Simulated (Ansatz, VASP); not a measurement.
# Two plane-wave programs on ZrB

```
Zr B
1.0
     0.06103    2.32500    2.32500
     2.38603    0.00000    2.38603
     2.32500    2.32500    0.06103
Zr B
1 1
Direct
  0.00000 0.00000 0.00000
  0.50000 0.50000 0.50000
```

Change from the starting cell: strain +0.0525 x Voigt [0, 0, 0, 0, 1, 0], atoms carried along.

Alike in both runs: task single point; functional PBE; k mesh 18 × 18 × 18; occupations gaussian, width 0.15 eV; no spin polarisation.

|  | VASP | Ansatz |
| --- | --- | --- |
| version | VASP 6.6.1 | Ansatz 0.2.0 |
| potentials or method | VASP PAW PBE potentials, release 64 (Zr_sv, B), cutoff 520 eV | scalar-relativistic, plane waves, PAW |
| valence electrons in the cell | 15 | 15 |

```csv
,VASP,Ansatz,Ansatz less VASP
gap on the k mesh at the Fermi level (eV),none,none,-
pressure (GPa),35.1,35.0,-0.17
"traceless stress, the component that is largest in VASP (GPa)",-3.11,-3.12,-0.010
```

A gap of «none» marks a metal or a gap that the smearing closes. Both programs put the cell under a high pressure, so it lies far from rest at this level.
